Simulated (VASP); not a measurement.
# IrRh3 (Pm-3m) in VASP: single point with LDA

Aim: the single point of IrRh3 with LDA.

Program: VASP 6.6.1. These are calculated values, not measurements. Logs are shortened: lines on timing, memory, paths and dates and some standing lists are left out, and cuts for length are marked.

## (1) The cell of the first run

The structure is cubic, space group Pm-3m (No. 221). Conventional cell: a = 3.817 Å, b = 3.817 Å, c = 3.817 Å, α = 90.00°, β = 90.00°, γ = 90.00°. Within 3.6 Å of Ir (site symmetry m-3m) lie 12 Rh at 2.70 Å. Rh (site symmetry 4/mmm) has 8 Rh at 2.70 Å and 4 Ir at 2.70 Å within 3.6 Å. Within 3.6 Å of Rh (site symmetry 4/mmm) lie 4 Ir at 2.70 Å and 8 Rh at 2.70 Å.

## (2) Single point, LDA

INCAR

```
SYSTEM = IrRh3
PREC = Accurate ; ENCUT = 500
EDIFF = 1E-6 ; ISMEAR = -1
SIGMA = 0.15 ; LREAL = .False.
LASPH = .True. ; NELM = 120
ALGO = Normal ; ISIF = 2
LWAVE = .False. ; LCHARG = .False.
NBANDS = 122 ; GGA_COMPAT = .False.
```

KPOINTS

```
Automatic mesh
0
Gamma
  2 2 4
  0 0 0
```

POSCAR

```
IrRh3
1.0
    7.6341200000      0.0000000000      0.0000000000
    0.0000000000      7.6341200000      0.0000000000
    0.0000000000      0.0000000000      3.8170600000
Ir Rh
4 12
Direct
    0.0000000000      0.0000000000      0.0000000000
    0.0000000000      0.5000000000      0.0000000000
    0.5000000000      0.0000000000      0.0000000000
    0.5000000000      0.5000000000      0.0000000000
    0.0000000000      0.2500000000      0.5000000000
    0.2500000000      0.0000000000      0.5000000000
    0.2500000000      0.2500000000      0.0000000000
    0.0000000000      0.7500000000      0.5000000000
    0.2500000000      0.5000000000      0.5000000000
    0.2500000000      0.7500000000      0.0000000000
    0.5000000000      0.2500000000      0.5000000000
    0.7500000000      0.0000000000      0.5000000000
    0.7500000000      0.2500000000      0.0000000000
    0.5000000000      0.7500000000      0.5000000000
    0.7500000000      0.5000000000      0.5000000000
    0.7500000000      0.7500000000      0.0000000000
```

Potentials or basis: VASP PAW LDA potentials, release 64 (Ir, Rh_pv).

Launch:

```bash
cat potpaw_LDA.64/Ir/POTCAR potpaw_LDA.64/Rh_pv/POTCAR > POTCAR
mpirun -np 1 vasp_std > vasp.out
```

OUTCAR:

```text
SYSTEM = IrRh3
   PREC = Accurate
   ENCUT = 500
   EDIFF = 1E-6
   ISMEAR = -1
   LREAL = .False.
   LASPH = .True.
   NELM = 120
   ISIF = 2

 ion  position               nearest neighbor table
   1  0.000  0.000  0.000-   5 2.70   6 2.70   7 2.70   8 2.70  10 2.70  12 2.70  13 2.70  16 2.70
                             5 2.70   6 2.70   8 2.70  12 2.70
   2  0.000  0.500  0.000-   5 2.70   7 2.70   8 2.70   9 2.70  10 2.70  13 2.70  15 2.70  16 2.70
                             5 2.70   8 2.70   9 2.70  15 2.70
   3  0.500  0.000  0.000-   6 2.70   7 2.70  10 2.70  11 2.70  12 2.70  13 2.70  14 2.70  16 2.70
                             6 2.70  11 2.70  12 2.70  14 2.70
   4  0.500  0.500  0.000-   7 2.70   9 2.70  10 2.70  11 2.70  13 2.70  14 2.70  15 2.70  16 2.70
                             9 2.70  11 2.70  14 2.70  15 2.70
   5  0.000  0.250  0.500-   1 2.70   2 2.70   6 2.70   7 2.70   9 2.70  12 2.70  13 2.70  15 2.70
                             1 2.70   2 2.70   7 2.70  13 2.70
   6  0.250  0.000  0.500-   1 2.70   3 2.70   5 2.70   7 2.70   8 2.70  10 2.70  11 2.70  14 2.70
                             1 2.70   3 2.70   7 2.70  10 2.70
   7  0.250  0.250  0.000-   1 2.70   2 2.70   3 2.70   4 2.70   5 2.70   6 2.70   9 2.70  11 2.70
                             5 2.70   6 2.70   9 2.70  11 2.70
   8  0.000  0.750  0.500-   1 2.70   2 2.70   6 2.70   9 2.70  10 2.70  12 2.70  15 2.70  16 2.70
                             1 2.70   2 2.70  10 2.70  16 2.70
   9  0.250  0.500  0.500-   2 2.70   4 2.70   5 2.70   7 2.70   8 2.70  10 2.70  11 2.70  14 2.70
                             2 2.70   4 2.70   7 2.70  10 2.70
  10  0.250  0.750  0.000-   1 2.70   2 2.70   3 2.70   4 2.70   6 2.70   8 2.70   9 2.70  14 2.70
                             6 2.70   8 2.70   9 2.70  14 2.70
  11  0.500  0.250  0.500-   3 2.70   4 2.70   6 2.70   7 2.70   9 2.70  12 2.70  13 2.70  15 2.70
                             3 2.70   4 2.70   7 2.70  13 2.70
  12  0.750  0.000  0.500-   1 2.70   3 2.70   5 2.70   8 2.70  11 2.70  13 2.70  14 2.70  16 2.70
                             1 2.70   3 2.70  13 2.70  16 2.70
  13  0.750  0.250  0.000-   1 2.70   2 2.70   3 2.70   4 2.70   5 2.70  11 2.70  12 2.70  15 2.70
                             5 2.70  11 2.70  12 2.70  15 2.70
  14  0.500  0.750  0.500-   3 2.70   4 2.70   6 2.70   9 2.70  10 2.70  12 2.70  15 2.70  16 2.70
                             3 2.70   4 2.70  10 2.70  16 2.70
  15  0.750  0.500  0.500-   2 2.70   4 2.70   5 2.70   8 2.70  11 2.70  13 2.70  14 2.70  16 2.70
                             2 2.70   4 2.70  13 2.70  16 2.70
  16  0.750  0.750  0.000-   1 2.70   2 2.70   3 2.70   4 2.70   8 2.70  12 2.70  14 2.70  15 2.70
                             8 2.70  12 2.70  14 2.70  15 2.70

  LATTYP: Found a simple tetragonal cell.
 ALAT       =     7.6341200000
 C/A-ratio  =     0.5000000000

  Lattice vectors:

 A1 = (   7.6341200000,   0.0000000000,   0.0000000000)
 A2 = (   0.0000000000,   7.6341200000,   0.0000000000)
 A3 = (   0.0000000000,   0.0000000000,   3.8170600000)

Analysis of symmetry for initial positions (statically):
=====================================================================
 Subroutine PRICEL returns following result:

  LATTYP: Found a simple cubic cell.
 ALAT       =     3.8170600000

  Lattice vectors:

 A1 = (   3.8170600000,   0.0000000000,   0.0000000000)
 A2 = (   0.0000000000,   3.8170600000,   0.0000000000)
 A3 = (   0.0000000000,   0.0000000000,   3.8170600000)

   4 primitive cells build up your supercell.

 Routine SETGRP: Setting up the symmetry group for a
 simple tetragonal supercell.

 Subroutine GETGRP returns: Found 16 space group operations
 (whereof 16 operations were pure point group operations)
 out of a pool of 16 trial point group operations.

The static configuration has the point symmetry D_4h.

Analysis of symmetry for dynamics (positions and initial velocities):
=====================================================================
 Subroutine PRICEL returns following result:

  LATTYP: Found a simple cubic cell.
 ALAT       =     3.8170600000

  Lattice vectors:

 A1 = (   3.8170600000,   0.0000000000,   0.0000000000)
 A2 = (   0.0000000000,   3.8170600000,   0.0000000000)
 A3 = (   0.0000000000,   0.0000000000,   3.8170600000)

   4 primitive cells build up your supercell.

 Routine SETGRP: Setting up the symmetry group for a
 simple tetragonal supercell.

 Subroutine GETGRP returns: Found 16 space group operations
 (whereof 16 operations were pure point group operations)
 out of a pool of 16 trial point group operations.

The dynamic configuration has the point symmetry D_4h.

 Subroutine INISYM returns: Found 16 space group operations
 (whereof 16 operations are pure point group operations),
 and found     4 'primitive' translations

----------------------------------------------------------------------------------------

                                     Primitive cell

  volume of cell :      55.6144

  direct lattice vectors                    reciprocal lattice vectors
     3.817060000  0.000000000  0.000000000     0.261981735  0.000000000  0.000000000
     0.000000000  3.817060000  0.000000000     0.000000000  0.261981735  0.000000000
     0.000000000  0.000000000  3.817060000     0.000000000  0.000000000  0.261981735

  length of vectors
     3.817060000  3.817060000  3.817060000     0.261981735  0.261981735  0.261981735

  position of ions in fractional coordinates (direct lattice)
     0.000000000  0.000000000  0.000000000
     0.000000000  0.500000000  0.500000000
     0.500000000  0.000000000  0.500000000
     0.500000000  0.500000000  0.000000000

  ion indices of the primitive-cell ions
   primitive index   ion index
                 1           1
                 2           5
                 3           6
                 4           7

----------------------------------------------------------------------------------------

 KPOINTS: Automatic mesh

Automatic generation of k-mesh.
 Grid dimensions read from file:
 generate k-points for:    2    2    4

 Generating k-lattice:

  Cartesian coordinates                     Fractional coordinates (reciprocal lattice)
     0.065495434  0.000000000  0.000000000     0.500000000  0.000000000  0.000000000
     0.000000000  0.065495434  0.000000000     0.000000000  0.500000000  0.000000000
     0.000000000  0.000000000  0.065495434     0.000000000  0.000000000  0.250000000

  Length of vectors
     0.065495434  0.065495434  0.065495434

  Shift w.r.t. Gamma in fractional coordinates (k-lattice)
     0.000000000  0.000000000  0.000000000

 Subroutine IBZKPT returns following result:
 ===========================================

 Found      9 irreducible k-points:

 Following reciprocal coordinates:
            Coordinates               Weight
  0.000000  0.000000  0.000000      1.000000
  0.500000  0.000000  0.000000      2.000000
  0.500000  0.500000  0.000000      1.000000
  0.000000  0.000000  0.250000      2.000000
  0.500000  0.000000  0.250000      4.000000
  0.500000  0.500000  0.250000      2.000000
  0.000000  0.000000  0.500000      1.000000
  0.500000  0.000000  0.500000      2.000000
  0.500000  0.500000  0.500000      1.000000
   k-points           NKPTS =      9   k-points in BZ     NKDIM =      9   number of bands    NBANDS=    122
   number of dos      NEDOS =    301   number of ions     NIONS =     16
   total plane-waves  NPLWV =  87808
   dimension x,y,z NGX =    56 NGY =   56 NGZ =   28
   dimension x,y,z NGXF=   112 NGYF=  112 NGZF=   56
   ions per type =               4  12
   NGX,Y,Z   is equivalent  to a cutoff of  12.19, 12.19, 12.19 a.u.
   NGXF,Y,Z  is equivalent  to a cutoff of  24.39, 24.39, 24.39 a.u.
 SYSTEM =  IrRh3
   PREC   = accura    normal or accurate (medium, high low for compatibility)
   ISTART =      0    job   : 0-new  1-cont  2-samecut
   ICHARG =      2    charge: 1-file 2-atom 10-const
   ISPIN  =      1    spin polarized calculation?
   LNONCOLLINEAR =      F non collinear calculations
   LSORBIT =      F    spin-orbit coupling
   LASPH  =      T    aspherical Exc in radial PAW
   ENCUT  =  500.0 eV  36.75 Ry    6.06 a.u.  13.92 13.92  6.96*2*pi/ulx,y,z
   NELM   =    120;   NELMIN=  2; NELMDL= -5     # of ELM steps
   EDIFF  = 0.1E-05   stopping-criterion for ELM
   LREAL  =      F    real-space projection
   EDIFFG = 0.1E-04   stopping-criterion for IOM
   NSW    =      0    number of steps for IOM
   IBRION =     -1    ionic relax: 0-MD 1-quasi-New 2-CG
   NFREE  =      0    steps in history (QN), initial steepest desc. (CG)
   ISIF   =      2    stress and relaxation
   ISYM   =      2    0-nonsym 1-usesym 2-fastsym
   POTIM  = 0.5000    time-step for ionic-motion
   TEBEG  =    0.0;   TEEND  =   0.0 temperature during run
   PSTRESS=    0.0 pullay stress
   NELECT =     216.0000    total number of electrons
   NUPDOWN=      -1.0000    fix difference up-down
   EMIN   =  10.00;   EMAX   =-10.00  energy-range for DOS
   EFERMI =   0.00;   METHOD = LEGACY
   ISMEAR =    -1;   SIGMA  =   0.15  broadening in eV -4-tet -1-fermi 0-gaus
   EFERMI_NEDOS =   21; number of points for ismear=-14 and -15
   IALGO  =     38    algorithm
   IMIX   =      4    mixing-type and parameters
     AMIX     =   0.40;   BMIX     =  1.00
     AMIX_MAG =   1.60;   BMIX_MAG =  1.00
  volume/ion in A,a.u.               =      13.90        93.83
  Fermi-wavevector in a.u.,A,eV,Ry     =   1.621102  3.063439 35.755740  2.627973
  Thomas-Fermi vector in A             =   2.714933
   LORBIT       =      0    0 simple, 1 ext, 2 COOP (PROOUT), +10 PAW based schemes
   GGA     = CA    functional components
   LHFCALC =     F    Hartree Fock is set to
   AEXX    =    0.0000 exact exchange contribution
   IVDW    =     0    specifies the selected vdW correction
   LEPSILON=     F    determine dielectric tensor
   LRPA    =     F    only Hartree local field effects (RPA)
 non-spin polarized calculation
  energy-cutoff  :      500.00
  volume of cell :      222.46
 maximum number of plane-waves:      5728
 NGX is ok and might be reduce to    56
   NGX = 27   NGY = 27   NGZ = 13

 number of electron     216.0000166 magnetization

 Free energy of the ion-electron system (eV)
  ---------------------------------------------------
  ext. energy  EPLUGINS =         0.00000000
  ---------------------------------------------------
  free energy    TOTEN  =      -145.29404566 eV

  energy without entropy =     -143.22715060  energy(sigma->0) =     -144.26059813

 E-fermi :  11.3593     XC(G=0): -14.2692

 val. band max:       11.3304536245   @ k =   0.5000   0.0000   0.5000
 cond. band min:      11.4336097842   @ k =   0.5000   0.0000   0.0000
 fundamental gap:      0.1031561597
 Fermi energy:        11.3593058169

 k-point     1 :       0.0000    0.0000    0.0000
  band No.  band energies     occupation
      1     -35.5036      2.00000
      2     -35.5035      2.00000
      3     -35.5035      2.00000
      4     -35.4861      2.00000
      5     -35.4301      2.00000
      6     -35.4160      2.00000
[... 112 lines left out ...]
    119      12.6421      0.00039
    120      12.6427      0.00038

 k-point     2 :       0.5000    0.0000    0.0000
  band No.  band energies     occupation
      1     -35.4663      2.00000
      2     -35.4663      2.00000
      3     -35.4662      2.00000
      4     -35.4662      2.00000
      5     -35.4411      2.00000
      6     -35.4411      2.00000
[... 857 lines left out ...]
      3     -35.5176      2.00000
      4     -35.5176      2.00000
      5     -35.4334      2.00000
      6     -35.4334      2.00000
[... 112 lines left out ...]
    119      11.7594      0.12983
    120      11.7595      0.12979
 [bands above 120 left out]

------------------------ aborting loop because EDIFF is reached ----------------------------------------

  FORCE on cell =-STRESS in cart. coord.  units (eV):
  Direction    XX          YY          ZZ          XY          YZ          ZX
  --------------------------------------------------------------------------------------
  -------------------------------------------------------------------------------------
  Total      -11.3315768    -11.3315768    -11.3097980      0.0000000     -0.0000000      0.0000000
  in kB      -81.6119919    -81.6119919    -81.4551374      0.0000000     -0.0000000      0.0000000
  external PRESSURE =     -81.5597071 kB  Pullay stress =       0.0000000 kB

 VOLUME and BASIS-vectors are now :
 -----------------------------------------------------------------------------
  energy-cutoff  :      500.00
  volume of cell :      222.46
      direct lattice vectors                 reciprocal lattice vectors
     7.634120000  0.000000000  0.000000000     0.130990867  0.000000000  0.000000000
     0.000000000  7.634120000  0.000000000     0.000000000  0.130990867  0.000000000
     0.000000000  0.000000000  3.817060000     0.000000000  0.000000000  0.261981735

 POSITION                                       TOTAL-FORCE (eV/Angst)
 -----------------------------------------------------------------------------------
      0.00000      0.00000      0.00000        -0.000000      0.000000     -0.000000
      0.00000      3.81706      0.00000        -0.000000      0.000000     -0.000000
      3.81706      0.00000      0.00000        -0.000000      0.000000     -0.000000
      3.81706      3.81706      0.00000        -0.000000      0.000000     -0.000000
      0.00000      1.90853      1.90853        -0.000000     -0.000000     -0.000000
      1.90853      0.00000      1.90853        -0.000000      0.000000      0.000000
[... 8 lines left out ...]
      5.72559      3.81706      1.90853        -0.000000      0.000000      0.000000
      5.72559      5.72559      0.00000         0.000000     -0.000000      0.000000
 -----------------------------------------------------------------------------------
    total drift:                                0.000000     -0.000000     -0.000000

  FREE ENERGIE OF THE ION-ELECTRON SYSTEM (eV)
  ---------------------------------------------------
  free  energy   TOTEN  =      -145.2940456581 eV

  energy  without entropy=     -143.2271506041  energy(sigma->0) =     -144.26059813
```

It took 4.7 min on 1 thread of Intel Xeon Platinum 8488C (Sapphire Rapids), shared host; peak memory 0.33 GiB.

What came out:

| Property | Result |
| --- | --- |
| Free energy | -145.2940 eV |
| Pressure | -8.2 GPa |
| Band gap on the k mesh | zero (bands 108 and 109 overlap by 0.28 eV) |

Levels at points of the mesh, in eV from the Fermi level:
```
           k point  band 105  band 106  band 107  band 108  band 109  band 110  band 111  band 112
(0.00, 0.00, 0.00)     -0.44     -0.44     -0.17     -0.17      0.35      0.71      0.71      0.80
(0.50, 0.00, 0.00)     -0.03     -0.03      0.07      0.07      0.07      0.07      0.16      0.16
(0.50, 0.50, 0.00)     -0.30     -0.30     -0.30     -0.30     -0.03     -0.03     -0.03     -0.03
(0.00, 0.00, 0.50)     -1.13     -1.13     -0.44     -0.17      0.18      0.18      0.19      0.38
(0.50, 0.00, 0.50)     -0.25     -0.25     -0.07     -0.07     -0.04     -0.04     -0.04     -0.04
(0.50, 0.50, 0.50)      0.24      0.24      0.24      0.24      0.25      0.25      0.25      0.25
```

Caveat: the k points lie up to 0.41 Å⁻¹ apart; spin-orbit coupling is left out, which moves the levels of the heavy elements.
